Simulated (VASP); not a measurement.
Here is a VASP 6.6.1 calculation.

Contents of INCAR:

```
SYSTEM = GaN
ALGO = Normal
EDIFF = 1E-7
ENCUT = 520
GGA = PS
ISIF = 2
ISMEAR = 0
LASPH = .TRUE.
LCHARG = .FALSE.
LREAL = .FALSE.
LWAVE = .FALSE.
NBANDS = 26
NELM = 100
PREC = Accurate
SIGMA = 0.01
```

Contents of KPOINTS:

```
k-points
0
G
  8 8 4
  0 0 0
```

The input POSCAR:

```
GaN
1.0
    3.1189231036      0.0000000000      0.0000000000
   -1.5594615518      2.7010666401      0.0000000000
    0.0000000000      0.0000000000      5.2363136938
Ga N
2 2
Direct
    0.3333333333      0.6666666667      0.0018518214
    0.6666666667      0.3333333333      0.5018518214
    0.3333333333      0.6666666667      0.3731481786
    0.6666666667      0.3333333333      0.8731481786
```

Potentials or basis: VASP PAW PBE potentials, release 64 (Ga_d, N).

Run with:

```bash
$ cat potpaw_PBE.64/Ga_d/POTCAR potpaw_PBE.64/N/POTCAR > POTCAR
$ mpirun -np 1 vasp_std > vasp.out
```

**Question.** Estimate the pressure.

**Answer.** 5.9 GPa.

**Question.** What does it give for the band gap on the k mesh?

**Answer.** 1.95 eV, direct.

**Question.** Estimate the largest force.

**Answer.** 0.003 eV/Å.

Forces in eV/Å, atoms in the order of the input:
```
Ga   0.000  0.000 -0.003
Ga   0.000  0.000 -0.003
N    0.000  0.000  0.003
N    0.000  0.000  0.003
```

Caveat: the cell differs from its parent crystal (in-plane strain -0.02, then relaxed in part); the PAW data sets were made with another functional, which shifts forces and pressure a little.
